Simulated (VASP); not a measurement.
A run of VASP 6.6.1 is set up as follows.

The input INCAR:

```
PREC     = Accurate       # precision mode
ENCUT    = 520            # plane-wave cutoff, eV
EDIFF    = 1E-6           # SCF threshold, eV
ISMEAR   = -1             # smearing method
SIGMA    = 0.05           # smearing width, eV
LREAL    = False          # projectors in reciprocal space
LASPH    = True           # aspherical terms in the spheres
NELM     = 60             # most SCF steps
ALGO     = Normal         # electronic algorithm
ISIF     = 2              # what is computed and relaxed
LWAVE    = False          # write WAVECAR
LCHARG   = False          # write CHGCAR
GGA      = PS             # functional
NBANDS   = 16             # bands
```

File KPOINTS:

```
Automatic mesh
0
Gamma
  10 10 11
```

File POSCAR:

```
AlSn
1.0
    3.8971760296      0.0000000000      0.0000000000
   -1.9485880148      3.3750534446      0.0000000000
    0.0000000000      0.0000000000      3.0698048219
Al Sn
1 1
Direct
    0.0000000000      0.0000000000      0.0000000000
    0.3333333333      0.6666666667      0.5000000000
```

Potentials or basis: VASP PAW PBE potentials, release 64 (Al, Sn_d).

Command:

```bash
$ cat potpaw_PBE.64/Al/POTCAR potpaw_PBE.64/Sn_d/POTCAR > POTCAR
$ mpirun -np 1 vasp_std > vasp.out
```

(1) What does it give for the band gap on the k mesh?

(2) What does it give for the pressure?

Results:

(1) zero (an odd number of electrons rules out a gap without spin polarisation).

(2) 15.5 GPa.

Caveat: the cell stands under pressure; the PAW data sets were made with another functional, which shifts forces and pressure a little; spin-orbit coupling is left out, which moves the levels of the heavy elements.
